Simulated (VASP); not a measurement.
# KF (Fmmm) in VASP: further runs

Runs on KF. Level: PBE. Tasks: single point.

All numbers are computed with VASP 6.6.1; they aren't measurements. Logs are shortened: lines on timing, memory, paths and dates and some standing lists are left out, and cuts for length are marked.

### 1 The cell of the first run

It takes space group Fmmm (No. 69, orthorhombic). Conventional cell: a = 5.421 Å, b = 5.516 Å, c = 6.234 Å, α = 90.00°, β = 90.00°, γ = 90.00°. K (site symmetry mmm) has 6 F at 2.71 to 3.12 Å within 3.6 Å. Within 3.6 Å of F (site symmetry mmm) lie 6 K at 2.71 to 3.12 Å.

### 2 Single point, PBE (normal strain along x +0.0175, normal strain along z +0.1500)

The input, INCAR:

```
ALGO     = Normal         # electronic algorithm
EDIFF    = 1E-6           # SCF threshold, eV
ENCUT    = 520            # plane-wave cutoff, eV
GGA      = PE             # functional
ISIF     = 2              # what is computed and relaxed
ISMEAR   = 0              # smearing method
LASPH    = T              # aspherical terms in the spheres
LCHARG   = F              # write CHGCAR
LREAL    = F              # projectors in reciprocal space
LWAVE    = F              # write WAVECAR
NBANDS   = 15             # bands
NELM     = 60             # most SCF steps
PREC     = Accurate       # precision mode
SIGMA    = 0.05           # smearing width, eV
```

The input, KPOINTS:

```
k-points
0
Gamma
  8 8 8
```

The input, POSCAR:

```
KF
1.0
    0.0000000000      2.7105354767      3.1171157982
    2.7579698475      0.0000000000      3.1171157982
    2.7579698475      2.7105354767      0.0000000000
K F
1 1
Direct
    0.0000000000      0.0000000000      0.0000000000
    0.5000000000      0.5000000000      0.5000000000
```

Potentials or basis: VASP PAW PBE potentials, release 64 (K_sv, F).

On the command line:

```bash
> cat potpaw_PBE.64/K_sv/POTCAR potpaw_PBE.64/F/POTCAR > POTCAR
> mpirun -np 1 vasp_std > vasp.out
```

OUTCAR:

```text
EDIFF = 1E-6
   ENCUT = 520
   GGA = PE
   ISIF = 2
   ISMEAR = 0
   LASPH = T
   LREAL = F
   NELM = 60
   PREC = Accurate

 ion  position               nearest neighbor table
   1  0.000  0.000  0.000-   2 2.71   2 2.71   2 2.76   2 2.76
   2  0.500  0.500  0.500-   1 2.71   1 2.71   1 2.76   1 2.76

  LATTYP: Found a face centered orthorhombic cell.
 ALAT       =     5.4210709534
 B/A-ratio  =     1.0175000000
 C/A-ratio  =     1.1500000000

  Lattice vectors:

 A1 = (   2.7579698475,   0.0000000000,  -3.1171157982)
 A2 = (   0.0000000000,   2.7105354767,  -3.1171157982)
 A3 = (   2.7579698475,   2.7105354767,   0.0000000000)

Analysis of symmetry for initial positions (statically):
=====================================================================
 Subroutine PRICEL returns:
 Original cell was already a primitive cell.

 Routine SETGRP: Setting up the symmetry group for a
 face centered orthorhombic supercell.

 Subroutine GETGRP returns: Found  8 space group operations
 (whereof  8 operations were pure point group operations)
 out of a pool of  8 trial point group operations.

The static configuration has the point symmetry D_2h.

Analysis of symmetry for dynamics (positions and initial velocities):
=====================================================================
 Subroutine PRICEL returns:
 Original cell was already a primitive cell.

 Routine SETGRP: Setting up the symmetry group for a
 face centered orthorhombic supercell.

 Subroutine GETGRP returns: Found  8 space group operations
 (whereof  8 operations were pure point group operations)
 out of a pool of  8 trial point group operations.

The dynamic configuration has the point symmetry D_2h.

 Subroutine INISYM returns: Found  8 space group operations
 (whereof  8 operations are pure point group operations),
 and found     1 'primitive' translations

----------------------------------------------------------------------------------------

                                     Primitive cell

  volume of cell :      46.6045

  direct lattice vectors                    reciprocal lattice vectors
     0.000000000  2.710535477  3.117115798    -0.181292772  0.184465396  0.160404692
     2.757969848  0.000000000  3.117115798     0.181292772 -0.184465396  0.160404692
     2.757969848  2.710535477  0.000000000     0.181292772  0.184465396 -0.160404692

  length of vectors
     4.130788480  4.162067825  3.866962665     0.304342269  0.304342269  0.304342269

  position of ions in fractional coordinates (direct lattice)
     0.000000000  0.000000000  0.000000000
     0.500000000  0.500000000  0.500000000

  ion indices of the primitive-cell ions
   primitive index   ion index
                 1           1
                 2           2

----------------------------------------------------------------------------------------

 KPOINTS: k-points

Automatic generation of k-mesh.
 Grid dimensions read from file:
 generate k-points for:    8    8    8

 Generating k-lattice:

  Cartesian coordinates                     Fractional coordinates (reciprocal lattice)
    -0.022661597  0.023058174  0.020050587     0.125000000  0.000000000  0.000000000
     0.022661597 -0.023058174  0.020050587     0.000000000  0.125000000  0.000000000
     0.022661597  0.023058174 -0.020050587     0.000000000  0.000000000  0.125000000

  Length of vectors
     0.038042784  0.038042784  0.038042784

  Shift w.r.t. Gamma in fractional coordinates (k-lattice)
     0.000000000  0.000000000  0.000000000

 Subroutine IBZKPT returns following result:
 ===========================================

 Found     95 irreducible k-points:

 Following reciprocal coordinates:
            Coordinates               Weight
  0.000000  0.000000  0.000000      1.000000
  0.125000  0.000000  0.000000      8.000000
  0.250000  0.000000  0.000000      8.000000
  0.375000  0.000000  0.000000      8.000000
  0.500000  0.000000  0.000000      4.000000
  0.125000  0.125000  0.000000      2.000000
[... 16 lines left out ...]
  0.250000  0.000000  0.125000      8.000000
  0.375000  0.000000  0.125000      8.000000
 [... further k-points ...]
   k-points           NKPTS =     95   k-points in BZ     NKDIM =     95   number of bands    NBANDS=     15
   number of dos      NEDOS =    301   number of ions     NIONS =      2
   total plane-waves  NPLWV =  30720
   dimension x,y,z NGX =    32 NGY =   32 NGZ =   30
   dimension x,y,z NGXF=    64 NGYF=   64 NGZF=   60
   ions per type =               1   1
   NGX,Y,Z   is equivalent  to a cutoff of  12.88, 12.78, 12.90 a.u.
   NGXF,Y,Z  is equivalent  to a cutoff of  25.76, 25.56, 25.79 a.u.
 SYSTEM =  unknown system
   PREC   = accura    normal or accurate (medium, high low for compatibility)
   ISTART =      0    job   : 0-new  1-cont  2-samecut
   ICHARG =      2    charge: 1-file 2-atom 10-const
   ISPIN  =      1    spin polarized calculation?
   LNONCOLLINEAR =      F non collinear calculations
   LSORBIT =      F    spin-orbit coupling
   LASPH  =      T    aspherical Exc in radial PAW
   ENCUT  =  520.0 eV  38.22 Ry    6.18 a.u.   7.68  7.74  7.19*2*pi/ulx,y,z
   NELM   =     60;   NELMIN=  2; NELMDL= -5     # of ELM steps
   EDIFF  = 0.1E-05   stopping-criterion for ELM
   LREAL  =      F    real-space projection
   EDIFFG = 0.1E-04   stopping-criterion for IOM
   NSW    =      0    number of steps for IOM
   IBRION =     -1    ionic relax: 0-MD 1-quasi-New 2-CG
   NFREE  =      0    steps in history (QN), initial steepest desc. (CG)
   ISIF   =      2    stress and relaxation
   ISYM   =      2    0-nonsym 1-usesym 2-fastsym
   POTIM  = 0.5000    time-step for ionic-motion
   TEBEG  =    0.0;   TEEND  =   0.0 temperature during run
   PSTRESS=    0.0 pullay stress
   NELECT =      16.0000    total number of electrons
   NUPDOWN=      -1.0000    fix difference up-down
   EMIN   =  10.00;   EMAX   =-10.00  energy-range for DOS
   EFERMI =   0.00;   METHOD = LEGACY
   ISMEAR =     0;   SIGMA  =   0.05  broadening in eV -4-tet -1-fermi 0-gaus
   EFERMI_NEDOS =   21; number of points for ismear=-14 and -15
   IALGO  =     38    algorithm
   IMIX   =      4    mixing-type and parameters
     AMIX     =   0.40;   BMIX     =  1.00
     AMIX_MAG =   1.60;   BMIX_MAG =  1.00
  volume/ion in A,a.u.               =      23.30       157.25
  Fermi-wavevector in a.u.,A,eV,Ry     =   1.146319  2.166230 17.878711  1.314048
  Thomas-Fermi vector in A             =   2.283004
   LORBIT       =      0    0 simple, 1 ext, 2 COOP (PROOUT), +10 PAW based schemes
   GGA     = PE    functional components
   LHFCALC =     F    Hartree Fock is set to
   AEXX    =    0.0000 exact exchange contribution
   IVDW    =     0    specifies the selected vdW correction
   LEPSILON=     F    determine dielectric tensor
   LRPA    =     F    only Hartree local field effects (RPA)
 non-spin polarized calculation
 Gauss-broadening in eV      SIGMA  =   0.05
  energy-cutoff  :      520.00
  volume of cell :       46.60
 maximum number of plane-waves:      1278
   NGX = 15   NGY = 15   NGZ = 15

 number of electron      16.0000000 magnetization

 Free energy of the ion-electron system (eV)
  ---------------------------------------------------
  ext. energy  EPLUGINS =         0.00000000
  ---------------------------------------------------
  free energy    TOTEN  =        -8.20888474 eV

  energy without entropy =       -8.20888474  energy(sigma->0) =       -8.20888474

 E-fermi :  -2.9189     XC(G=0):  -7.5201

 val. band max:       -3.2290242413   @ k =   0.0000   0.0000   0.0000
 cond. band min:       1.9471402243   @ k =   0.0000   0.0000   0.0000
 fundamental gap:      5.1761644656
 Fermi energy:        -2.9189369571

 k-point     1 :       0.0000    0.0000    0.0000
  band No.  band energies     occupation
      1     -29.9412      2.00000
      2     -21.8285      2.00000
      3     -13.3632      2.00000
      4     -13.2700      2.00000
      5     -13.2655      2.00000
      6      -3.2929      2.00000
      7      -3.2463      2.00000
      8      -3.2290      2.00000
      9       1.9471      0.00000
     10       6.5009      0.00000
     11       7.0960      0.00000
     12       7.1675      0.00000
     13       7.8466      0.00000
     14       8.8411      0.00000
     15      12.4885      0.00000

 k-point     2 :       0.1250    0.0000    0.0000
  band No.  band energies     occupation
      1     -29.9354      2.00000
      2     -21.8337      2.00000
      3     -13.3767      2.00000
      4     -13.2850      2.00000
      5     -13.2651      2.00000
      6      -3.3649      2.00000
      7      -3.3058      2.00000
      8      -3.2776      2.00000
      9       2.3042      0.00000
     10       6.5479      0.00000
     11       6.9999      0.00000
     12       7.2964      0.00000
     13       7.9657      0.00000
     14       8.9313      0.00000
     15      13.0874      0.00000

 k-point     3 :       0.2500    0.0000    0.0000
  band No.  band energies     occupation
      1     -29.9214      2.00000
      2     -21.8464      2.00000
      3     -13.4158      2.00000
      4     -13.3180      2.00000
      5     -13.2603      2.00000
      6      -3.5935      2.00000
      7      -3.3811      2.00000
      8      -3.3756      2.00000
      9       3.2290      0.00000
     10       6.2657      0.00000
     11       7.2476      0.00000
     12       7.7113      0.00000
     13       8.3935      0.00000
     14       9.2002      0.00000
     15      13.1850      0.00000
[... 343 lines left out ...]
 k-point    23 :       0.2500    0.0000    0.1250
  band No.  band energies     occupation
      1     -29.9199      2.00000
      2     -21.8477      2.00000
      3     -13.3988      2.00000
      4     -13.3345      2.00000
      5     -13.2686      2.00000
      6      -3.6181      2.00000
      7      -3.3626      2.00000
      8      -3.3325      2.00000
      9       3.1322      0.00000
     10       6.0885      0.00000
     11       7.3773      0.00000
     12       7.7022      0.00000
     13       8.4223      0.00000
     14       9.1082      0.00000
     15      13.7144      0.00000

 k-point    24 :       0.3750    0.0000    0.1250
  band No.  band energies     occupation
      1     -29.9062      2.00000
      2     -21.8563      2.00000
      3     -13.4446      2.00000
      4     -13.3637      2.00000
      5     -13.2819      2.00000
      6      -3.7497      2.00000
      7      -3.4492      2.00000
      8      -3.4122      2.00000
      9       4.1941      0.00000
     10       5.7929      0.00000
     11       7.7379      0.00000
     12       8.0425      0.00000
     13       9.1416      0.00000
     14       9.4340      0.00000
     15      12.0185      0.00000

 [... further k-points ...]

------------------------ aborting loop because EDIFF is reached ----------------------------------------

  FORCE on cell =-STRESS in cart. coord.  units (eV):
  Direction    XX          YY          ZZ          XY          YZ          ZX
  --------------------------------------------------------------------------------------
  -------------------------------------------------------------------------------------
  Total       -0.6574698     -0.5047500     -0.9931030      0.0000000      0.0000000      0.0000000
  in kB      -22.6026231    -17.3523920    -34.1410864      0.0000000      0.0000000      0.0000000
  external PRESSURE =     -24.6987005 kB  Pullay stress =       0.0000000 kB

 VOLUME and BASIS-vectors are now :
 -----------------------------------------------------------------------------
  energy-cutoff  :      520.00
  volume of cell :       46.60
      direct lattice vectors                 reciprocal lattice vectors
     0.000000000  2.710535477  3.117115798    -0.181292772  0.184465396  0.160404692
     2.757969848  0.000000000  3.117115798     0.181292772 -0.184465396  0.160404692
     2.757969848  2.710535477  0.000000000     0.181292772  0.184465396 -0.160404692

 POSITION                                       TOTAL-FORCE (eV/Angst)
 -----------------------------------------------------------------------------------
      0.00000      0.00000      0.00000         0.000000      0.000000     -0.000000
      2.75797      2.71054      3.11712        -0.000000     -0.000000      0.000000
 -----------------------------------------------------------------------------------
    total drift:                                0.000000     -0.000000      0.000000

  FREE ENERGIE OF THE ION-ELECTRON SYSTEM (eV)
  ---------------------------------------------------
  free  energy   TOTEN  =        -8.2088847354 eV

  energy  without entropy=       -8.2088847354  energy(sigma->0) =       -8.20888474
```

It took 70 s on 1 thread of Intel Xeon Platinum 8259CL at 2.50GHz (Skylake/Cascade Lake), shared host; peak memory 0.21 GiB.

What came out:

* Free energy: -8.2089 eV
* Pressure: -2.5 GPa
* Band gap on the k mesh: 5.18 eV

Caveat: the cell differs from its parent crystal (normal strain along x +0.0175, normal strain along z +0.1500).

### 3 Single point, PBE (normal strain along x +0.0700, normal strain along z +0.1125)

The input, INCAR:

```
SYSTEM = KF
ALGO = Normal ; EDIFF = 1E-6
ENCUT = 520 ; GGA = PE
ISIF = 2 ; ISMEAR = 0
LASPH = .True. ; LCHARG = .False.
LREAL = .False. ; LWAVE = .False.
NBANDS = 15 ; NELM = 100
PREC = Accurate ; SIGMA = 0.05
```

The input, KPOINTS:

```
k-points
0
Gamma
  8 8 8
  0 0 0
```

The input, POSCAR:

```
KF
1.0
    0.0000000000      2.7105354767      3.0154707178
    2.9002729601      0.0000000000      3.0154707178
    2.9002729601      2.7105354767      0.0000000000
K F
1 1
Direct
    0.0000000000      0.0000000000      0.0000000000
    0.5000000000      0.5000000000      0.5000000000
```

Potentials or basis: VASP PAW PBE potentials, release 64 (K_sv, F).

On the command line:

```bash
> cat potpaw_PBE.64/K_sv/POTCAR potpaw_PBE.64/F/POTCAR > POTCAR
> mpirun -np 1 vasp_std > vasp.out
```

Run time: 72 s. Hardware: 1 thread of Intel Xeon Platinum 8259CL at 2.50GHz (Skylake/Cascade Lake), shared host; peak memory 0.21 GiB.

It converged, with:

```yaml
Free_energy: -8.2009 eV
Pressure: -3.0 GPa
Band_gap_on_the_k_mesh: 5.11 eV
```

Stress tensor (GPa, compression positive):
```
-3.39  0.00  0.00
 0.00 -2.05  0.00
 0.00  0.00 -3.59
```

Levels at points of the mesh, in eV from the valence-band top:
```tsv
k point	band 5	band 6	band 7	band 8	band 9	band 10	band 11	band 12
(0.00, 0.00, 0.00)	-10.14	-0.06	-0.05	0.00	5.11	9.82	10.01	10.30
(0.50, 0.00, 0.00)	-10.14	-0.63	-0.27	-0.24	8.10	9.06	10.79	11.33
(0.50, 0.50, 0.00)	-10.24	-0.35	-0.11	-0.06	8.09	9.07	9.72	12.45
(0.50, 0.00, 0.50)	-10.32	-0.21	-0.15	-0.15	7.73	9.25	10.69	12.42
(0.00, 0.50, 0.50)	-10.27	-0.31	-0.12	-0.08	7.99	9.08	10.07	12.38
```

Caveat: the cell differs from its parent crystal (normal strain along x +0.0700, normal strain along z +0.1125); the cell stands under tension. A k mesh can miss the band edges.
